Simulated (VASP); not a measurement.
# W (Im-3m) in VASP: a series of runs

Runs on W. Level: PBEsol+D3(BJ). Tasks: single point, relaxation of volume and atoms at fixed shape.

Program: VASP 6.6.1. These are calculated values, not measurements. Logs are shortened: lines on timing, memory, paths and dates and some standing lists are left out, and cuts for length are marked.

## Step 1: The cell of the first run

The structure is cubic, space group Im-3m (No. 229). Conventional cell: a = 3.129 Å, b = 3.129 Å, c = 3.129 Å, α = 90.00°, β = 90.00°, γ = 90.00°. Within 3.6 Å of W (site symmetry m-3m) lie 14 W at 2.71 to 3.13 Å.

## Step 2: Single point, PBEsol+D3(BJ)

File INCAR:

```
SYSTEM = W
PREC = Accurate
ENCUT = 520
EDIFF = 1E-6
ISMEAR = 0
SIGMA = 0.05
LREAL = .False.
LASPH = .True.
NELM = 80
ALGO = Normal
ISIF = 2
LWAVE = .False.
LCHARG = .False.
GGA = PS
IVDW = 12
NBANDS = 13
```

File KPOINTS:

```
Automatic mesh
0
Gamma
  11 11 11
  0 0 0
```

File POSCAR:

```
W
1.0
   -1.5645255763      1.5645255763      1.5645255763
    1.5645255763     -1.5645255763      1.5645255763
    1.5645255763      1.5645255763     -1.5645255763
W
1
Direct
    0.0000000000      0.0000000000      0.0000000000
```

Potentials or basis: VASP PAW PBE potentials, release 64 (W_sv).

On the command line:

```console
> cat potpaw_PBE.64/W_sv/POTCAR > POTCAR
> mpirun -np 1 vasp_std > vasp.out
```

OUTCAR:

```text
SYSTEM = W
   PREC = Accurate
   ENCUT = 520
   EDIFF = 1E-6
   ISMEAR = 0
   LREAL = .False.
   LASPH = .True.
   NELM = 80
   ISIF = 2
   GGA = PS
   IVDW = 12
 IVDW          = 12

 ion  position               nearest neighbor table
   1  0.000  0.000  0.000-

  LATTYP: Found a body centered cubic cell.
 ALAT       =     3.1290511526

  Lattice vectors:

 A1 = (  -1.5645255763,   1.5645255763,   1.5645255763)
 A2 = (   1.5645255763,  -1.5645255763,   1.5645255763)
 A3 = (   1.5645255763,   1.5645255763,  -1.5645255763)

Analysis of symmetry for initial positions (statically):
=====================================================================
 Subroutine PRICEL returns:
 Original cell was already a primitive cell.

 Routine SETGRP: Setting up the symmetry group for a
 body centered cubic supercell.

 Subroutine GETGRP returns: Found 48 space group operations
 (whereof 48 operations were pure point group operations)
 out of a pool of 48 trial point group operations.

The static configuration has the point symmetry O_h .

Analysis of symmetry for dynamics (positions and initial velocities):
=====================================================================
 Subroutine PRICEL returns:
 Original cell was already a primitive cell.

 Routine SETGRP: Setting up the symmetry group for a
 body centered cubic supercell.

 Subroutine GETGRP returns: Found 48 space group operations
 (whereof 48 operations were pure point group operations)
 out of a pool of 48 trial point group operations.

The dynamic configuration has the point symmetry O_h .

 Subroutine INISYM returns: Found 48 space group operations
 (whereof 48 operations are pure point group operations),
 and found     1 'primitive' translations

----------------------------------------------------------------------------------------

                                     Primitive cell

  volume of cell :      15.3182

  direct lattice vectors                    reciprocal lattice vectors
    -1.564525576  1.564525576  1.564525576     0.000000000  0.319585699  0.319585699
     1.564525576 -1.564525576  1.564525576     0.319585699  0.000000000  0.319585699
     1.564525576  1.564525576 -1.564525576     0.319585699  0.319585699  0.000000000

  length of vectors
     2.709837788  2.709837788  2.709837788     0.451962430  0.451962430  0.451962430

  position of ions in fractional coordinates (direct lattice)
     0.000000000  0.000000000  0.000000000

  ion indices of the primitive-cell ions
   primitive index   ion index
                 1           1

----------------------------------------------------------------------------------------

 KPOINTS: Automatic mesh

Automatic generation of k-mesh.
 Grid dimensions read from file:
 generate k-points for:   11   11   11

 Generating k-lattice:

  Cartesian coordinates                     Fractional coordinates (reciprocal lattice)
     0.000000000  0.029053245  0.029053245     0.090909091  0.000000000  0.000000000
     0.029053245  0.000000000  0.029053245     0.000000000  0.090909091  0.000000000
     0.029053245  0.029053245  0.000000000     0.000000000  0.000000000  0.090909091

  Length of vectors
     0.041087494  0.041087494  0.041087494

  Shift w.r.t. Gamma in fractional coordinates (k-lattice)
     0.000000000  0.000000000  0.000000000

 Subroutine IBZKPT returns following result:
 ===========================================

 Found     56 irreducible k-points:

 Following reciprocal coordinates:
            Coordinates               Weight
  0.000000  0.000000  0.000000      1.000000
  0.090909  0.000000  0.000000     12.000000
  0.181818  0.000000  0.000000     12.000000
  0.272727  0.000000  0.000000     12.000000
  0.363636  0.000000  0.000000     12.000000
  0.454545  0.000000  0.000000     12.000000
[... 16 lines left out ...]
  0.272727  0.181818  0.090909     48.000000
  0.363636  0.181818  0.090909     24.000000
 [... further k-points ...]
   k-points           NKPTS =     56   k-points in BZ     NKDIM =     56   number of bands    NBANDS=     13
   number of dos      NEDOS =    301   number of ions     NIONS =      1
   total plane-waves  NPLWV =   8000
   dimension x,y,z NGX =    20 NGY =   20 NGZ =   20
   dimension x,y,z NGXF=    40 NGYF=   40 NGZF=   40
   ions per type =               1
   NGX,Y,Z   is equivalent  to a cutoff of  12.27, 12.27, 12.27 a.u.
   NGXF,Y,Z  is equivalent  to a cutoff of  24.54, 24.54, 24.54 a.u.
 SYSTEM =  W
   PREC   = accura    normal or accurate (medium, high low for compatibility)
   ISTART =      0    job   : 0-new  1-cont  2-samecut
   ICHARG =      2    charge: 1-file 2-atom 10-const
   ISPIN  =      1    spin polarized calculation?
   LNONCOLLINEAR =      F non collinear calculations
   LSORBIT =      F    spin-orbit coupling
   LASPH  =      T    aspherical Exc in radial PAW
   ENCUT  =  520.0 eV  38.22 Ry    6.18 a.u.   5.04  5.04  5.04*2*pi/ulx,y,z
   NELM   =     80;   NELMIN=  2; NELMDL= -5     # of ELM steps
   EDIFF  = 0.1E-05   stopping-criterion for ELM
   LREAL  =      F    real-space projection
   EDIFFG = 0.1E-04   stopping-criterion for IOM
   NSW    =      0    number of steps for IOM
   IBRION =     -1    ionic relax: 0-MD 1-quasi-New 2-CG
   NFREE  =      0    steps in history (QN), initial steepest desc. (CG)
   ISIF   =      2    stress and relaxation
   ISYM   =      2    0-nonsym 1-usesym 2-fastsym
   POTIM  = 0.5000    time-step for ionic-motion
   TEBEG  =    0.0;   TEEND  =   0.0 temperature during run
   PSTRESS=    0.0 pullay stress
   NELECT =      14.0000    total number of electrons
   NUPDOWN=      -1.0000    fix difference up-down
   EMIN   =  10.00;   EMAX   =-10.00  energy-range for DOS
   EFERMI =   0.00;   METHOD = LEGACY
   ISMEAR =     0;   SIGMA  =   0.05  broadening in eV -4-tet -1-fermi 0-gaus
   EFERMI_NEDOS =   21; number of points for ismear=-14 and -15
   IALGO  =     38    algorithm
   IMIX   =      4    mixing-type and parameters
     AMIX     =   0.40;   BMIX     =  1.00
     AMIX_MAG =   1.60;   BMIX_MAG =  1.00
  volume/ion in A,a.u.               =      15.32       103.37
  Fermi-wavevector in a.u.,A,eV,Ry     =   1.588723  3.002251 34.341659  2.524041
  Thomas-Fermi vector in A             =   2.687683
   LORBIT       =      0    0 simple, 1 ext, 2 COOP (PROOUT), +10 PAW based schemes
   GGA     = PS    functional components
   LHFCALC =     F    Hartree Fock is set to
   AEXX    =    0.0000 exact exchange contribution
   IVDW    =    12    specifies the selected vdW correction
   LEPSILON=     F    determine dielectric tensor
   LRPA    =     F    only Hartree local field effects (RPA)
 non-spin polarized calculation
 Gauss-broadening in eV      SIGMA  =   0.05
  energy-cutoff  :      520.00
  volume of cell :       15.32
 maximum number of plane-waves:       423
   NGX =  9   NGY =  9   NGZ =  9

 number of electron      14.0000004 magnetization

 Free energy of the ion-electron system (eV)
  ---------------------------------------------------
  ext. energy  EPLUGINS =         0.00000000
  ---------------------------------------------------
  free energy    TOTEN  =       -13.77175963 eV

  energy without entropy =      -13.77064531  energy(sigma->0) =      -13.77120247

 E-fermi :  11.7825     XC(G=0): -13.9541

 val. band max:       11.7550347163   @ k =   0.0909   0.0909   0.0000
 cond. band min:      11.7955659321   @ k =  -0.1818   0.2727   0.0909
 fundamental gap:      0.0405312158
 Fermi energy:        11.7825449397

 k-point     1 :       0.0000    0.0000    0.0000
  band No.  band energies     occupation
      1     -62.3127      2.00000
      2     -25.8176      2.00000
      3     -25.8176      2.00000
      4     -25.8176      2.00000
      5       1.9332      2.00000
      6      10.4895      2.00000
      7      10.4895      2.00000
      8      10.4895      2.00000
      9      14.0982      0.00000
     10      14.0982      0.00000
     11      26.3918      0.00000
     12      26.3918      0.00000
     13      26.3918      0.00000

 k-point     2 :       0.0909    0.0000    0.0000
  band No.  band energies     occupation
      1     -62.3004      2.00000
      2     -25.9425      2.00000
      3     -25.8562      2.00000
      4     -25.8183      2.00000
      5       2.3464      2.00000
      6      10.2389      2.00000
      7      10.4202      2.00000
      8      10.8934      2.00000
      9      13.7282      0.00000
     10      14.1020      0.00000
     11      26.7367      0.00000
     12      27.0933      0.00000
     13      27.3946      0.00000

 k-point     3 :       0.1818    0.0000    0.0000
  band No.  band energies     occupation
      1     -62.2672      2.00000
      2     -26.2681      2.00000
      3     -25.9585      2.00000
      4     -25.8204      2.00000
      5       3.4436      2.00000
      6       9.6308      2.00000
      7      10.0917      2.00000
      8      12.0693      0.00000
      9      13.3402      0.00000
     10      14.1630      0.00000
     11      27.2338      0.00000
     12      29.0429      0.00000
     13      29.1583      0.00000
[... 305 lines left out ...]
 k-point    23 :       0.2727    0.1818    0.0909
  band No.  band energies     occupation
      1     -62.1569      2.00000
      2     -27.0100      2.00000
      3     -26.3833      2.00000
      4     -26.0479      2.00000
      5       7.0166      2.00000
      6       8.2232      2.00000
      7       9.6057      2.00000
      8      14.4527      0.00000
      9      15.0426      0.00000
     10      20.1712      0.00000
     11      22.1354      0.00000
     12      25.7279      0.00000
     13      27.1986      0.00000

 k-point    24 :       0.3636    0.1818    0.0909
  band No.  band energies     occupation
      1     -62.1481      2.00000
      2     -27.0146      2.00000
      3     -26.4796      2.00000
      4     -26.0578      2.00000
      5       6.9606      2.00000
      6       8.1556      2.00000
      7      10.4095      2.00000
      8      14.5694      0.00000
      9      15.1524      0.00000
     10      20.6888      0.00000
     11      21.2525      0.00000
     12      25.0364      0.00000
     13      27.1301      0.00000

 [... further k-points ...]

------------------------ aborting loop because EDIFF is reached ----------------------------------------

 Edisp (eV)   -0.76961

 E8    (eV) :    -0.5642

  FORCE on cell =-STRESS in cart. coord.  units (eV):
  Direction    XX          YY          ZZ          XY          YZ          ZX
  --------------------------------------------------------------------------------------
  -------------------------------------------------------------------------------------
  Total       0.07321     0.07321     0.07321     0.00000    -0.00000     0.00000
  in kB       7.65730     7.65730     7.65730     0.00000    -0.00000     0.00000
  external pressure =        7.66 kB  Pullay stress =        0.00 kB

 VOLUME and BASIS-vectors are now :
 -----------------------------------------------------------------------------
  energy-cutoff  :      520.00
  volume of cell :       15.32
      direct lattice vectors                 reciprocal lattice vectors
    -1.564525576  1.564525576  1.564525576     0.000000000  0.319585699  0.319585699
     1.564525576 -1.564525576  1.564525576     0.319585699  0.000000000  0.319585699
     1.564525576  1.564525576 -1.564525576     0.319585699  0.319585699  0.000000000

 POSITION                                       TOTAL-FORCE (eV/Angst)
 -----------------------------------------------------------------------------------
      0.00000      0.00000      0.00000         0.000000     -0.000000     -0.000000
 -----------------------------------------------------------------------------------
    total drift:                                0.000000     -0.000000     -0.000000

  FREE ENERGIE OF THE ION-ELECTRON SYSTEM (eV)
  ---------------------------------------------------
  free  energy   TOTEN  =       -14.5413695042 eV

  energy  without entropy=      -14.5402551885  energy(sigma->0) =      -14.54081235
```

It took 5.3 s on 1 thread of Intel Xeon Platinum 8488C (Sapphire Rapids), shared host; peak memory 0.14 GiB.

What came out:

```yaml
Free_energy: -14.5414 eV
Pressure: 0.8 GPa
Band_gap_on_the_k_mesh: zero (band 7 reaches 16.31 eV, above the bottom of band 8 at 10.49 eV)
Dispersion_energy_per_atom: -0.770 eV
```

Levels at points of the mesh, in eV from the Fermi level:
| k point | band 4 | band 5 | band 6 | band 7 | band 8 | band 9 | band 10 | band 11 |
| --- | --- | --- | --- | --- | --- | --- | --- | --- |
| (0.00, 0.00, 0.00) | -37.60 | -9.85 | -1.29 | -1.29 | -1.29 | 2.32 | 2.32 | 14.61 |

Caveat: the PAW data sets were made with another functional, which shifts forces and pressure a little; spin-orbit coupling is left out, which moves the levels of the heavy elements; pairwise dispersion overbinds metals, which lowers pressure and volume.

(Part 1 of 2 ends here.)
